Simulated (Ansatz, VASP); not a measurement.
Two plane-wave programs on HfO2

File INCAR:

```
SYSTEM = HfO2
  PREC = Accurate
  ENCUT = 520
  EDIFF = 1E-7
  ISMEAR = 0
  SIGMA = 0.01
  LREAL = .False.
  LASPH = .True.
  NELM = 60
  ALGO = Normal
  ISIF = 2
  LWAVE = .False.
  LCHARG = .True.
  GGA = PE
  LELF = .True.
  LVHAR = .True.
  NBANDS = 31
```

KPOINTS

```
regular mesh
0
Gamma
  6 6 4
  0 0 0
```

The input POSCAR:

```
HfO2
1.0
    3.6750106324      0.0000000000      0.0000000000
    0.0000000000      3.6750106324      0.0000000000
    0.0000000000      0.0000000000      5.3668604982
Hf O
2 4
Direct
    0.5000000000      0.5000000000      0.5000000000
    0.0000000000      0.0000000000      0.0000000000
    0.0000000000      0.5000000000      0.6932841984
    0.5000000000      0.0000000000      0.8067158016
    0.5000000000      0.0000000000      0.3067158016
    0.0000000000      0.5000000000      0.1932841984
```

Input for Ansatz:

```yaml
crystal:
  lattice:
    - [3.6750106324, 0.0, 0.0]
    - [0.0, 3.6750106324, 0.0]
    - [0.0, 0.0, 5.3668604982]
  atoms:
    - { symbol: Hf, position: [0.5, 0.5, 0.5] }
    - { symbol: Hf, position: [0.0, 0.0, 0.0] }
    - { symbol: O, position: [0.0, 0.5, 0.6932841984] }
    - { symbol: O, position: [0.5, 0.0, 0.8067158016] }
    - { symbol: O, position: [0.5, 0.0, 0.3067158016] }
    - { symbol: O, position: [0.0, 0.5, 0.1932841984] }
kpoints:
  mp_grid: { grid: [6, 6, 4] }
hamiltonian:
  xc: pbe
scf:
  occupations: { method: fixed }
  n_extra_bands: 5
output:
  forces: true
  stress: true
  eigenvalues: true
```

Alike in both runs: task single point; functional PBE; k mesh 6 × 6 × 4; no spin polarisation.

|  | VASP | Ansatz |
| --- | --- | --- |
| version | VASP 6.6.1 | Ansatz 0.2.0 |
| potentials or method | VASP PAW PBE potentials, release 64 (Hf_pv, O) | plane waves, PAW |
| plane-wave cutoff (eV) | 520 | 420 |
| occupations | gaussian, width 0.01 eV | fixed |
| valence electrons in the cell | 44 | 76 |

```tsv
	VASP	Ansatz	Ansatz less VASP
gap on the k mesh at the Fermi level (eV)	4.41	4.44	+0.030
pressure (GPa)	-14.9	-12.2	+2.76
traceless stress, the component that is largest in VASP (GPa)	1.39	1.24	-0.147
rms of the force components (eV/Å)	0.167	0.142	-0.0252
```

Atom by atom the forces differ by 0.025 eV/Å (rms over components). VASP's potentials hold 44 valence electrons a cell and Ansatz's 76, so a difference there can come from the potentials and not from the codes.

Neither program's run includes spin-orbit coupling.
